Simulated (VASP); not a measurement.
# SrO (Fm-3m) in VASP: further runs, part 2 of 2

VASP 6.6.1. The steps go on from the part before.

### 4 Single point, PBE

File INCAR:

```
ALGO = Normal
EDIFF = 1E-6
ENCUT = 600
GGA = PE
GGA_COMPAT = False
ISIF = 2
ISMEAR = 0
LASPH = True
LCHARG = False
LREAL = False
LWAVE = False
NBANDS = 15
NELM = 120
PREC = Accurate
SIGMA = 0.01
```

File KPOINTS:

```
k-points
0
Gamma
  6 6 6
```

File POSCAR:

```
SrO
1.0
    0.0000000000      2.5837846888      2.5837846888
    2.5837846888      0.0000000000      2.5837846888
    2.5837846888      2.5837846888      0.0000000000
Sr O
1 1
Direct
    0.5000000000      0.5000000000      0.5000000000
    0.0000000000      0.0000000000      0.0000000000
```

Potentials or basis: VASP PAW PBE potentials, release 64 (Sr_sv, O).

Launch:

```sh
$ cat potpaw_PBE.64/Sr_sv/POTCAR potpaw_PBE.64/O/POTCAR > POTCAR
$ mpirun -np 1 vasp_std > vasp.out
```

OUTCAR:

```text
EDIFF = 1E-6
   ENCUT = 600
   GGA = PE
   ISIF = 2
   ISMEAR = 0
   LASPH = True
   LREAL = False
   NELM = 120
   PREC = Accurate

 ion  position               nearest neighbor table
   1  0.500  0.500  0.500-   2 2.58   2 2.58   2 2.58   2 2.58   2 2.58   2 2.58
   2  0.000  0.000  0.000-   1 2.58   1 2.58   1 2.58   1 2.58   1 2.58   1 2.58

  LATTYP: Found a face centered cubic cell.
 ALAT       =     5.1675693776

  Lattice vectors:

 A1 = (   0.0000000000,   2.5837846888,   2.5837846888)
 A2 = (   2.5837846888,   0.0000000000,   2.5837846888)
 A3 = (   2.5837846888,   2.5837846888,   0.0000000000)

Analysis of symmetry for initial positions (statically):
=====================================================================
 Subroutine PRICEL returns:
 Original cell was already a primitive cell.

 Routine SETGRP: Setting up the symmetry group for a
 face centered cubic supercell.

 Subroutine GETGRP returns: Found 48 space group operations
 (whereof 48 operations were pure point group operations)
 out of a pool of 48 trial point group operations.

The static configuration has the point symmetry O_h .

Analysis of symmetry for dynamics (positions and initial velocities):
=====================================================================
 Subroutine PRICEL returns:
 Original cell was already a primitive cell.

 Routine SETGRP: Setting up the symmetry group for a
 face centered cubic supercell.

 Subroutine GETGRP returns: Found 48 space group operations
 (whereof 48 operations were pure point group operations)
 out of a pool of 48 trial point group operations.

The dynamic configuration has the point symmetry O_h .

 Subroutine INISYM returns: Found 48 space group operations
 (whereof 48 operations are pure point group operations),
 and found     1 'primitive' translations

----------------------------------------------------------------------------------------

                                     Primitive cell

  volume of cell :      34.4984

[... 108 lines left out ...]
   LEPSILON=     F    determine dielectric tensor
   LRPA    =     F    only Hartree local field effects (RPA)
 non-spin polarized calculation
 Gauss-broadening in eV      SIGMA  =   0.01
  energy-cutoff  :      600.00
  volume of cell :       34.50
 maximum number of plane-waves:      1167
 NGX is ok and might be reduce to    30
   NGX = 15   NGY = 15   NGZ = 15

 number of electron      15.9999998 magnetization

 Free energy of the ion-electron system (eV)
  ---------------------------------------------------
  ext. energy  EPLUGINS =         0.00000000
  ---------------------------------------------------
  free energy    TOTEN  =       -12.05165887 eV

  energy without entropy =      -12.05165887  energy(sigma->0) =      -12.05165887

 E-fermi :   1.6600     XC(G=0):  -9.9560

 val. band max:        1.5927731785   @ k =   0.0000   0.0000   0.0000
 cond. band min:       4.8664304061   @ k =   0.5000   0.5000   0.0000
 fundamental gap:      3.2736572276
 Fermi energy:         1.6600226661

 k-point     1 :       0.0000    0.0000    0.0000
  band No.  band energies     occupation
      1     -30.8483      2.00000
      2     -13.4786      2.00000
      3     -12.5014      2.00000
      4     -12.5014      2.00000
      5     -12.5014      2.00000
      6       1.5928      2.00000
      7       1.5928      2.00000
      8       1.5928      2.00000
      9       5.4708      0.00000
     10       7.7710      0.00000
     11       7.7710      0.00000
     12       7.7710      0.00000
     13       9.9049      0.00000
     14       9.9049      0.00000
[... 257 lines left out ...]
      2     -14.0351      2.00000
      3     -13.2793      2.00000
      4     -12.9975      2.00000
      5     -12.0895      2.00000
      6       0.7224      2.00000
      7       1.1123      2.00000
      8       1.2440      2.00000
      9       6.2235      0.00000
     10       9.1059      0.00000
     11       9.9400      0.00000
     12      12.4705      0.00000
     13      12.5762      0.00000
     14      14.3822      0.00000
     15      14.9168      0.00000

------------------------ aborting loop because EDIFF is reached ----------------------------------------

  FORCE on cell =-STRESS in cart. coord.  units (eV):
  Direction    XX          YY          ZZ          XY          YZ          ZX
  --------------------------------------------------------------------------------------
  -------------------------------------------------------------------------------------
  Total        0.3980772      0.3980772      0.3980772     -0.0000000      0.0000000     -0.0000000
  in kB       18.4875320     18.4875320     18.4875320     -0.0000000      0.0000000     -0.0000000
  external PRESSURE =      18.4875320 kB  Pullay stress =       0.0000000 kB

 VOLUME and BASIS-vectors are now :
 -----------------------------------------------------------------------------
  energy-cutoff  :      600.00
  volume of cell :       34.50
      direct lattice vectors                 reciprocal lattice vectors
     0.000000000  2.583784689  2.583784689    -0.193514577  0.193514577  0.193514577
     2.583784689  0.000000000  2.583784689     0.193514577 -0.193514577  0.193514577
     2.583784689  2.583784689  0.000000000     0.193514577  0.193514577 -0.193514577

 POSITION                                       TOTAL-FORCE (eV/Angst)
 -----------------------------------------------------------------------------------
      2.58378      2.58378      2.58378        -0.000000      0.000000     -0.000000
      0.00000      0.00000      0.00000         0.000000      0.000000      0.000000
 -----------------------------------------------------------------------------------
    total drift:                               -0.000000      0.000000      0.000000

  FREE ENERGIE OF THE ION-ELECTRON SYSTEM (eV)
  ---------------------------------------------------
  free  energy   TOTEN  =       -12.0516588711 eV

  energy  without entropy=      -12.0516588711  energy(sigma->0) =      -12.05165887
```

stdout:

```text
POSCAR found type information on POSCAR SrO
 POSCAR found :  2 types and       2 ions
 scaLAPACK will be used
 LDA part: xc-table for (Slater+PW92), standard interpolation
 POSCAR, INCAR and KPOINTS ok, starting setup
 FFT: planning ... GRIDC
 FFT: planning ... GRID_SOFT
 FFT: planning ... GRID
 WAVECAR not read
 entering main loop
```

It took 30 s on 1 thread of AMD EPYC 7R13, shared host; peak memory 0.14 GiB.

Results:

```yaml
Free_energy: -12.0517 eV
Pressure: 1.8 GPa
Band_gap_on_the_k_mesh: 3.27 eV, indirect (least direct gap 3.37 eV)
```

Levels at points of the mesh, in eV from the valence-band top:
```csv
k point,band 4,band 5,band 6,band 7,band 8,band 9,band 10,band 11,band 12,band 13
"(0.00, 0.00, 0.00)",-14.09,-14.09,0.00,0.00,0.00,3.88,6.18,6.18,6.18,8.31
"(0.50, 0.00, 0.00)",-14.17,-12.91,-2.14,-1.11,-1.11,6.49,8.34,8.76,8.76,11.77
"(0.50, 0.50, 0.00)",-14.44,-14.44,-0.46,-0.10,-0.10,3.27,7.69,10.08,10.25,10.97
```

A k mesh can miss the band edges. Expect the measured gap to be larger: semilocal functionals such as PBE lack the derivative discontinuity.

### 5 Summary

| smearing | gap on the mesh (eV) | pressure (GPa) |
| --- | --- | --- |
| tetrahedron | 3.27 | 1.8 |
| methfessel-paxton 0.071 eV | 3.27 | 1.8 |
| gaussian 0.01 eV | 3.27 | 1.8 |

Alike in all rows: task single point; level PBE; potentials or basis VASP PAW PBE potentials, release 64 (Sr_sv, O); no spin polarisation; cell as given; k mesh 6 × 6 × 6; cutoff (eV) 600.

On the cell as given the gap runs from 3.27 eV (PBE) to 3.27 eV (PBE).

Total energies depend on the potentials used, so only differences within one code and one set of settings carry meaning.
